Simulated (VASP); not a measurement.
Set up this calculation in VASP 6.6.1, as the native input.

* Task: single point
* Functional: PBE
* Potentials or basis: VASP PAW PBE potentials, release 64 (K_sv, F)
* Cutoff: 520 eV
* k mesh: 4 × 4 × 4
* Occupations: gaussian, width 0.01 eV
* Spin: no spin polarisation
* Dipole correction: no
* Further INCAR settings: ALGO = Normal; EDIFF = 1e-07; NBANDS = 15

The structure of KF (Carobbiite) lies in POSCAR:

```
KF
1.0
    0.0000000000      2.6589566777      2.6589566777
    2.6778352701      0.0000000000      2.6589566777
    2.6778352701      2.6589566777      0.0000000000
K F
1 1
Direct
    0.0000000000      0.0000000000      0.0000000000
    0.5000000000      0.5000000000      0.5000000000
```

This cell differs from its parent crystal: uniaxial x strain +0.7%.

These files were run (other wordings do the same):

INCAR

```
SYSTEM = KF
ALGO = Normal ; EDIFF = 1E-7
ENCUT = 520 ; GGA = PE
ISIF = 2 ; ISMEAR = 0
LASPH = .TRUE. ; LCHARG = .TRUE.
LELF = .TRUE. ; LREAL = .FALSE.
LVHAR = .TRUE. ; LWAVE = .FALSE.
NBANDS = 15 ; NELM = 60
PREC = Accurate ; SIGMA = 0.01
```

KPOINTS

```
k-points
0
G
  4 4 4
  0 0 0
```

Potentials or basis: VASP PAW PBE potentials, release 64 (K_sv, F).

The run is started by

```sh
$ cat potpaw_PBE.64/K_sv/POTCAR potpaw_PBE.64/F/POTCAR > POTCAR
$ mpirun -np 1 vasp_std > vasp.out
```

Results of the run:

The pressure is 1.7 GPa and the band gap on the k mesh is 6.20 eV, direct.

Caveat: the k points lie up to 0.51 Å⁻¹ apart; the cell differs from its parent crystal (uniaxial x strain +0.7%).

Wall time 5.6 s on 1 thread of AMD EPYC 9R45 (Zen 5) (shared host), peak memory 0.12 GiB.
